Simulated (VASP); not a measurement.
**TaN: single point with PBEsol**

TaN:

```
CELL_PARAMETERS angstrom
0.00000 2.12241 2.12241
2.12241 0.00000 2.12241
2.12241 2.12241 0.00000
ATOMIC_POSITIONS crystal
Ta 0.50000 0.50000 0.50000
N 0.00000 0.00000 0.00000
```

```yaml
Program: VASP 6.6.1
Task: single point
Functional: PBEsol
Potentials_or_basis: VASP PAW PBE potentials, release 64 (Ta_pv, N)
Cutoff: 520 eV
k_mesh: 16 × 16 × 16
Occupations: fermi-dirac, width 0.15 eV
Spin: no spin polarisation
```

The pressure is 41.6 GPa and the band gap on the k mesh is zero (bands 8 and 9 overlap by 4.71 eV).

Levels at points of the mesh, in eV from the Fermi level:
```csv
k point,band 4,band 5,band 6,band 7,band 8,band 9,band 10,band 11,band 12,band 13
"(0.00, 0.00, 0.00)",-19.69,-4.09,-4.09,-4.09,-2.44,-2.44,-2.44,0.06,0.06,2.53
"(0.50, 0.00, 0.00)",-15.90,-11.29,-8.38,-8.38,2.27,2.27,2.38,4.18,8.77,8.77
"(0.50, 0.50, 0.00)",-18.41,-6.78,-6.27,-4.83,-4.83,2.47,4.22,4.22,5.80,8.04
```

Run time: 64 s on 1 thread of Intel Xeon 8259CL, on a shared host, peak memory 0.17 GiB.

Caveat: the cell stands under pressure; the PAW data sets were made with another functional, which shifts forces and pressure a little; spin-orbit coupling is left out, which moves the levels of the heavy elements.
